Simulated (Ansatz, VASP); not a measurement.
Two plane-wave programs on FeCo2

```
Fe Co
1.0
     2.49534    0.00000    0.00000
    -1.24767    2.16103    0.00000
     0.00000    0.00000   12.43552
Fe Co
2 4
Direct
  0.33333 0.66667 0.83076
  0.33333 0.66667 0.16924
  0.33333 0.66667 0.50000
  0.66667 0.33333 0.00000
  0.66667 0.33333 0.33798
  0.66667 0.33333 0.66202
```

Alike in both runs: functional PBE; k mesh 6 × 6 × 2; occupations gaussian, width 0.1 eV; collinear spin.

Ansatz relaxed the structure, and its values are those at the end. VASP's run is a single point on that final structure, the one shown.

```csv
,VASP,Ansatz
version,VASP 6.6.1,Ansatz 0.2.0
potentials or method,"VASP PAW PBE potentials, release 64 (Fe, Co), cutoff 520 eV","scalar-relativistic, plane waves, PAW"
valence electrons in the cell,52,100
```

Ansatz gave:

| Item | Value |
| --- | --- |
| gap on the k mesh at the Fermi level (eV) | none |
| pressure (GPa) | 0.1 |
| rms of the force components (eV/Å) | 0.006 |
| net moment per atom (μB) | 1.89 |
| size of the moment on the site where the two differ most (μB) | 1.74 |

Problem. Which values does VASP return?

Solution. gap on the k mesh at the Fermi level (eV): none; pressure (GPa): 0.0; rms of the force components (eV/Å): 0.012; net moment per atom (μB): 1.90; size of the moment on the site where the two differ most (μB): 1.66.

Site moments also hang on the region over which each program counts them. A gap of «none» marks a metal or a gap that the smearing closes. The functional is the same, so the differences come from potentials, cutoffs and numerics. VASP's potentials hold 52 valence electrons a cell and Ansatz's 100, so a difference there can come from the potentials and not from the codes.

The k mesh is coarse, so the values compare programs but aren't converged.
